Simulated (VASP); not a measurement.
Set up this calculation in VASP 6.6.1, as the native input.

```
Task                   : single point
Functional             : PBE
Potentials or basis    : VASP PAW PBE potentials, release 64 (Ga_d, O_h)
Cutoff                 : 1340 eV
k mesh                 : 6 × 6 × 6
Occupations            : gaussian, width 0.02 eV
Spin                   : no spin polarisation
Dipole correction      : no
Further INCAR settings : ALGO = Normal; EDIFF = 1e-06; NBANDS = 55
```

The structure of Ga2O3 lies in POSCAR:

```
Ga2O3
1.0
    2.4749501535      1.4289131374      4.4353549177
   -2.4749501535      1.4289131374      4.4353549177
    0.0000000000     -2.8578262748      4.4353549177
Ga O
4 6
Direct
    0.8559483354      0.8559483354      0.8559483354
    0.6440516646      0.6440516646      0.6440516646
    0.1440516646      0.1440516646      0.1440516646
    0.3559483354      0.3559483354      0.3559483354
    0.0531162131      0.4468837869      0.7500000000
    0.7500000000      0.0531162131      0.4468837869
    0.4468837869      0.7500000000      0.0531162131
    0.9468837869      0.5531162131      0.2500000000
    0.2500000000      0.9468837869      0.5531162131
    0.5531162131      0.2500000000      0.9468837869
```

This cell differs from its parent crystal: strained cell.

These files were run (other wordings do the same):

INCAR

```
SYSTEM = Ga2O3
PREC = Accurate ; ENCUT = 1340
EDIFF = 1E-6 ; ISMEAR = 0
SIGMA = 0.02 ; LREAL = .FALSE.
LASPH = .TRUE. ; NELM = 120
ALGO = Normal ; ISIF = 2
LWAVE = .FALSE. ; LCHARG = .TRUE.
GGA = PE ; LELF = .TRUE.
LVHAR = .TRUE. ; NBANDS = 55
GGA_COMPAT = .FALSE.
```

KPOINTS

```
Automatic mesh
0
G
  6 6 6
  0 0 0
```

Potentials or basis: VASP PAW PBE potentials, release 64 (Ga_d, O_h).

Command:

```console
$ cat potpaw_PBE.64/Ga_d/POTCAR potpaw_PBE.64/O_h/POTCAR > POTCAR
$ mpirun -np 1 vasp_std > vasp.out
```

Results of the run:

* Pressure: 16.3 GPa
* Largest force: 0.030 eV/Å
* Band gap on the k mesh: 3.10 eV (least direct gap 3.37 eV)

Caveat: the cell differs from its parent crystal (strained cell); the cell stands under pressure.

It took 8.3 min on 1 thread of Intel(R) Xeon(R) 6975P-C (Granite Rapids), with other jobs on the host, peak memory 0.84 GiB.
